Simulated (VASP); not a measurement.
# MoSe3 (Pm-3m) in VASP: a series of runs, part 2 of 2

VASP 6.6.1.

**4. Relaxation of cell and atoms, PBE, collinear spin**

This run uses another cell than the first one, of 22.75 Å³/atom.

File INCAR:

```
SYSTEM = MoSe3
PREC = Accurate ; ENCUT = 600
EDIFF = 1E-6 ; ISMEAR = 0
SIGMA = 0.1 ; LREAL = .FALSE.
LASPH = .TRUE. ; NELM = 150
ALGO = Normal ; ISIF = 3
LWAVE = .FALSE. ; LCHARG = .FALSE.
ISPIN = 2 ; MAGMOM = 3.28 0 0 0
LORBIT = 11 ; LMAXMIX = 4
GGA = PE ; IBRION = 2
NSW = 90 ; EDIFFG = -0.04
```

File KPOINTS:

```
Automatic mesh
0
G
  4 4 4
  0 0 0
```

File POSCAR:

```
MoSe3
1.0
    4.4978242131      0.0000000000      0.0000000000
    0.0000000000      4.4978242131      0.0000000000
    0.0000000000      0.0000000000      4.4978242131
Mo Se
1 3
Direct
    0.0000000000      0.0000000000      0.0000000000
    0.0000000000      0.5000000000      0.5000000000
    0.5000000000      0.0000000000      0.5000000000
    0.5000000000      0.5000000000      0.0000000000
```

Potentials or basis: VASP PAW PBE potentials, release 64 (Mo_sv, Se).

Started as:

```sh
$ cat potpaw_PBE.64/Mo_sv/POTCAR potpaw_PBE.64/Se/POTCAR > POTCAR
$ mpirun -np 1 vasp_std > vasp.out
```

OUTCAR:

```text
SYSTEM = MoSe3
   PREC = Accurate
   ENCUT = 600
   EDIFF = 1E-6
   ISMEAR = 0
   LREAL = .FALSE.
   LASPH = .TRUE.
   NELM = 150
   ISIF = 3
   ISPIN = 2
   LORBIT = 11
   GGA = PE
   IBRION = 2
   NSW = 90
   EDIFFG = -0.04

 ion  position               nearest neighbor table
   1  0.000  0.000  0.000-
   2  0.000  0.500  0.500-
   3  0.500  0.000  0.500-
   4  0.500  0.500  0.000-

  LATTYP: Found a simple cubic cell.
 ALAT       =     4.4978242131

  Lattice vectors:

 A1 = (   4.4978242131,   0.0000000000,   0.0000000000)
 A2 = (   0.0000000000,   4.4978242131,   0.0000000000)
 A3 = (   0.0000000000,   0.0000000000,   4.4978242131)

Analysis of symmetry for initial positions (statically):
=====================================================================
 Subroutine PRICEL returns:
 Original cell was already a primitive cell.

 Routine SETGRP: Setting up the symmetry group for a
 simple cubic supercell.

 Subroutine GETGRP returns: Found 48 space group operations
 (whereof 48 operations were pure point group operations)
 out of a pool of 48 trial point group operations.

The static configuration has the point symmetry O_h .

Analysis of symmetry for dynamics (positions and initial velocities):
=====================================================================
 Subroutine PRICEL returns:
 Original cell was already a primitive cell.

 Routine SETGRP: Setting up the symmetry group for a
[... 273 lines left out ...]
--------------------------------------- Ionic step        4  -------------------------------------------

 number of electron      31.9999999 magnetization      -0.0000131

 Free energy of the ion-electron system (eV)
  ---------------------------------------------------
  ext. energy  EPLUGINS =         0.00000000
  ---------------------------------------------------
  free energy    TOTEN  =       -18.02351938 eV

  energy without entropy =      -17.99676265  energy(sigma->0) =      -18.01014102

 E-fermi :   7.9232     XC(G=0): -11.3152

 val. band max:        7.8778325290   @ k =   0.5000   0.5000   0.5000
 cond. band min:       7.9287466367   @ k =   0.5000   0.2500   0.2500
 fundamental gap:      0.0509141077
 Fermi energy:         7.9232450546

 spin component 1

 k-point     1 :       0.0000    0.0000    0.0000
  band No.  band energies     occupation
      1     -53.2472      1.00000
      2     -27.3312      1.00000
      3     -27.3312      1.00000
      4     -27.3312      1.00000
      5      -8.6636      1.00000
      6      -4.3130      1.00000
[... 239 lines left out ...]
     21       9.4459      0.00000
     22       9.4459      0.00000
 Fermi energy:         7.9232450546

 spin component 2

 k-point     1 :       0.0000    0.0000    0.0000
  band No.  band energies     occupation
      1     -53.2472      1.00000
      2     -27.3312      1.00000
      3     -27.3312      1.00000
      4     -27.3312      1.00000
      5      -8.6636      1.00000
      6      -4.3130      1.00000
[... 270 lines left out ...]
  FREE ENERGIE OF THE ION-ELECTRON SYSTEM (eV)
  ---------------------------------------------------
  free  energy   TOTEN  =       -18.0235193808 eV

  energy  without entropy=      -17.9967626543  energy(sigma->0) =      -18.01014102

 reached required accuracy - stopping structural energy minimisation

 total charge

# of ion       s       p       d       tot
------------------------------------------
    1        2.194   6.034   3.901  12.129
    2        1.534   2.108   0.069   3.712
    3        1.534   2.108   0.069   3.712
    4        1.534   2.108   0.069   3.712
--------------------------------------------------
tot          6.797  12.359   4.108  23.265

 magnetization (x)

# of ion       s       p       d       tot
------------------------------------------
    1       -0.000  -0.000  -0.000  -0.000
    2       -0.000  -0.000  -0.000  -0.000
    3       -0.000  -0.000  -0.000  -0.000
    4       -0.000  -0.000  -0.000  -0.000
--------------------------------------------------
tot         -0.000  -0.000  -0.000  -0.000
```

OSZICAR:

```text
N       E                     dE             d eps       ncg     rms          rms(c)
DAV:   1     0.227144939325E+03    0.22714E+03   -0.16044E+04   896   0.144E+03
[... 82 lines left out ...]
DAV:   2    -0.202332803114E+02   -0.16126E+01   -0.80268E+00   892   0.167E+01    0.103E+01
DAV:   3    -0.180421137199E+02    0.21912E+01   -0.12684E+00   880   0.812E+00    0.123E+00
DAV:   4    -0.180234948543E+02    0.18619E-01   -0.11778E-01   904   0.230E+00    0.545E-01
DAV:   5    -0.180233657591E+02    0.12910E-03   -0.68639E-03   988   0.546E-01    0.213E-01
DAV:   6    -0.180235019063E+02   -0.13615E-03   -0.49346E-04   908   0.148E-01    0.538E-02
DAV:   7    -0.180235187329E+02   -0.16827E-04   -0.26418E-05   960   0.332E-02    0.108E-02
DAV:   8    -0.180235193808E+02   -0.64787E-06   -0.34647E-06   892   0.973E-03
   4 F= -.18023519E+02 E0= -.18010141E+02  d E =-.234217E+00  mag=    -0.0000
```

CONTCAR:

```text
MoSe3
   1.00000000000000
     4.2118449261812598    0.0000000000000000   -0.0000000000000000
     0.0000000000000000    4.2118449261812598   -0.0000000000000000
     0.0000000000000000    0.0000000000000000    4.2118449261812598
  Mo              Se
     1     3
Direct
     0.0000000000000000    0.0000000000000000    0.0000000000000000
     0.0000000000000000    0.5000000000000000    0.5000000000000000
     0.5000000000000000    0.0000000000000000    0.5000000000000000
     0.5000000000000000    0.5000000000000000    0.0000000000000000

  0.00000000E+00  0.00000000E+00  0.00000000E+00
  0.00000000E+00  0.00000000E+00  0.00000000E+00
  0.00000000E+00  0.00000000E+00  0.00000000E+00
  0.00000000E+00  0.00000000E+00  0.00000000E+00
```

It took 8.2 min on 1 thread of Intel Xeon 8259CL, shared host; peak memory 0.27 GiB.

What came out:

```yaml
Free_energy: -18.0235 eV
Relaxed_volume: 18.68 Å³/atom
Relaxed_cell: a = 4.212 Å, b = 4.212 Å, c = 4.212 Å, α = 90.00°, β = 90.00°, γ = 90.00°
Space_group_after_relaxing_to_0.1_Å: Pm-3m (No. 221)
Energy_gained_by_relaxing: 58.6 meV/atom
Ionic_steps: 4
Pressure_after_relaxing: -0.3 GPa
Band_gap_on_the_k_mesh: zero (filled and empty bands overlap)
Net_moment: 0.00 μB per cell
Valence_electrons_inside_the_program's_atomic_spheres: Mo 12.13; Se 3.71
```

The path:
| step | energy change (eV) | largest force (eV/Å) | pressure (GPa) | volume (Å³) |
| --- | --- | --- | --- | --- |
| 1 | 0.0000 | 0.0000 | -8.00 | 90.99 |
| 2 | -0.2115 | 0.0000 | -2.66 | 76.84 |
| 3 | -0.2010 | 0.0000 | 4.06 | 71.75 |
| 4 | -0.2342 | 0.0000 | -0.30 | 74.72 |

Final structure:
```yaml
crystal:
  lattice:
    - [4.21184, 0.00000, 0.00000]
    - [0.00000, 4.21184, 0.00000]
    - [0.00000, 0.00000, 4.21184]
  atoms:
    - { symbol: Mo, position: [0.00000, 0.00000, 0.00000] }
    - { symbol: Se, position: [0.00000, 0.50000, 0.50000] }
    - { symbol: Se, position: [0.50000, 0.00000, 0.50000] }
    - { symbol: Se, position: [0.50000, 0.50000, 0.00000] }
```

Levels at points of the mesh, in eV from the Fermi level:
Spin up:
| k point | band 12 | band 13 | band 14 | band 15 | band 16 | band 17 | band 18 | band 19 | band 20 | band 21 |
| --- | --- | --- | --- | --- | --- | --- | --- | --- | --- | --- |
| (0.00, 0.00, 0.00) | -1.55 | -1.55 | -0.99 | -0.99 | -0.92 | -0.92 | -0.92 | 0.29 | 1.02 | 1.02 |
| (0.50, 0.00, 0.00) | -3.36 | -3.36 | -2.58 | -0.76 | -0.66 | -0.66 | -0.15 | 2.30 | 2.46 | 2.46 |
| (0.50, 0.50, 0.00) | -3.27 | -3.16 | -3.16 | -0.82 | -0.27 | 0.09 | 1.32 | 2.16 | 2.16 | 2.74 |
| (0.50, 0.50, 0.50) | -0.17 | -0.05 | -0.05 | 0.10 | 0.10 | 0.10 | 1.44 | 1.44 | 1.44 | 1.52 |
Spin down:
```tsv
k point	band 12	band 13	band 14	band 15	band 16	band 17	band 18	band 19	band 20	band 21
(0.00, 0.00, 0.00)	-1.55	-1.55	-0.99	-0.99	-0.92	-0.92	-0.92	0.29	1.02	1.02
(0.50, 0.00, 0.00)	-3.36	-3.36	-2.58	-0.76	-0.66	-0.66	-0.15	2.30	2.46	2.46
(0.50, 0.50, 0.00)	-3.27	-3.16	-3.16	-0.82	-0.27	0.09	1.32	2.16	2.16	2.74
(0.50, 0.50, 0.50)	-0.17	-0.05	-0.05	0.10	0.10	0.10	1.44	1.44	1.44	1.52
```

Caveat: the volume moved by over 15 % at a fixed basis, so the end points are rough.

**5. Single point, PBE, collinear spin**

This run uses another cell than the first one, of 19.43 Å³/atom.

File INCAR:

```
SYSTEM = MoSe3
  ALGO = Normal
  EDIFF = 1E-6
  ENCUT = 500
  GGA = PE
  GGA_COMPAT = .FALSE.
  ISIF = 2
  ISMEAR = 0
  ISPIN = 2
  LASPH = .TRUE.
  LCHARG = .FALSE.
  LMAXMIX = 4
  LORBIT = 11
  LREAL = .FALSE.
  LWAVE = .FALSE.
  MAGMOM = 2.73 0 0 0
  NBANDS = 28
  NELM = 200
  PREC = Accurate
  SIGMA = 0.1
```

File KPOINTS:

```
k-points
0
G
  12 12 12
  0 0 0
```

File POSCAR:

```
MoSe3
1.0
    4.2674956546      0.0000000000      0.0000000000
    0.0000000000      4.2674956546      0.0000000000
    0.0000000000      0.0000000000      4.2674956546
Mo Se
1 3
Direct
    0.0000000000      0.0000000000      0.0000000000
    0.0000000000      0.5000000000      0.5000000000
    0.5000000000      0.0000000000      0.5000000000
    0.5000000000      0.5000000000      0.0000000000
```

Started as:

```sh
$ cat potpaw_PBE.64/Mo_sv/POTCAR potpaw_PBE.64/Se/POTCAR > POTCAR
$ mpirun -np 1 vasp_std > vasp.out
```

Run time: 92 s. Hardware: 1 thread of Intel Xeon 6975P-C (Granite Rapids), shared host; peak memory 0.37 GiB.

Results (log left out):

* Free energy: -18.1971 eV
* Pressure: 0.1 GPa
* Net moment: 2.38 μB per cell
* Site moments: Mo +2.33; Se -0.09 μB
* Valence electrons inside the program's atomic spheres: Mo 12.06; Se 3.71

Levels at points of the mesh, in eV from the Fermi level:
Spin up:
```tsv
k point	band 14	band 15	band 16	band 17	band 18	band 19	band 20	band 21
(0.00, 0.00, 0.00)	-1.76	-1.76	-1.45	-1.45	-1.45	-0.05	0.98	0.98
(0.50, 0.00, 0.00)	-2.40	-1.64	-1.15	-0.93	-0.93	1.51	1.84	1.84
(0.50, 0.50, 0.00)	-3.02	-1.57	-1.19	-0.89	1.32	1.33	1.33	2.34
(0.50, 0.50, 0.50)	-0.90	-0.90	-0.90	-0.68	1.38	1.38	1.38	1.51
```
Spin down:
```
           k point  band 11  band 12  band 13  band 14  band 15  band 16  band 17  band 18  band 19  band 20
(0.00, 0.00, 0.00)    -1.60    -1.60    -1.60    -0.33    -0.33    -0.18    -0.18    -0.18     0.68     0.99
(0.50, 0.00, 0.00)    -3.99    -3.27    -3.27    -2.39    -0.40    -0.40    -0.01     0.60     2.66     2.76
(0.50, 0.50, 0.00)    -4.02    -3.14    -3.14    -3.01    -0.34     0.45     0.80     1.31     2.61     2.61
(0.50, 0.50, 0.50)    -6.33     0.25     0.74     0.74     0.79     0.79     0.79     1.22     1.22     1.22
```

**6. Summary**

| task | cell | k mesh | cutoff (eV) | gap on the mesh (eV) | pressure (GPa) | moment (μB) |
| --- | --- | --- | --- | --- | --- | --- |
| single point | a = 4.279 Å, 4 atoms | 4 × 4 × 4 | 520 | none | 0.4 | 2.85 |
| single point | a = 4.498 Å, 4 atoms | 4 × 4 × 4 | 520 | none | -12.4 | 0.08 |
| relaxation of cell and atoms | relaxed from a = 4.498 Å, 4 atoms | 4 × 4 × 4 | 600 | none | -0.3 | 0.00 |
| single point | a = 4.267 Å, 4 atoms | 12 × 12 × 12 | 500 | none | 0.1 | 2.38 |

Alike in all rows: level PBE; potentials or basis VASP PAW PBE potentials, release 64 (Mo_sv, Se); spin collinear; smearing gaussian 0.1 eV.

Caveats: some runs use coarse meshes; the cell stands under tension (at least some runs); the volume moved by over 15 % at a fixed basis, so the end points are rough (at least some runs).

Absolute energies hang on the potentials; compare differences alone.

The gap in the log of VASP goes by the Fermi energy; the results here count the filled bands.